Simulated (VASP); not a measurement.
Here is a VASP 6.6.1 calculation.

INCAR

```
SYSTEM = RbZrBr2
  ALGO = Normal
  EDIFF = 1E-6
  ENCUT = 520
  GGA = PE
  ISIF = 2
  ISMEAR = 0
  LASPH = .TRUE.
  LCHARG = .TRUE.
  LELF = .TRUE.
  LREAL = .FALSE.
  LVHAR = .TRUE.
  LWAVE = .FALSE.
  NBANDS = 26
  NELM = 100
  PREC = Accurate
  SIGMA = 0.1
```

File KPOINTS:

```
k-points
0
G
  14 14 6
  0 0 0
```

The input POSCAR:

```
RbZrBr2
1.0
    3.5321999669      0.0000000000      0.0000000000
    0.0000000000      3.5321999669      0.0000000000
    0.0000000000      0.0000000000      8.6623451491
Rb Zr Br
1 1 2
Direct
    0.0000000000      0.0000000000      0.5000000000
    0.0000000000      0.0000000000      0.0000000000
    0.5000000000      0.5000000000      0.1893735704
    0.5000000000      0.5000000000      0.8106264296
```

Potentials or basis: VASP PAW PBE potentials, release 64 (Rb_sv, Zr_sv, Br).

The run is started by

```console
$ cat potpaw_PBE.64/Rb_sv/POTCAR potpaw_PBE.64/Zr_sv/POTCAR potpaw_PBE.64/Br/POTCAR > POTCAR
$ mpirun -np 1 vasp_std > vasp.out
```

Problem. Estimate the pressure.

Solution. 0.0 GPa.

Problem. Estimate the largest force.

Solution. 0.004 eV/Å.

Forces on the atoms (eV/Å):
```
Rb   0.000  0.000  0.000
Zr   0.000  0.000  0.000
Br   0.000  0.000  0.004
Br   0.000  0.000 -0.004
```

Caveat: an odd number of electrons without spin polarisation forces a metal; a magnetic or distorted state may lie lower.
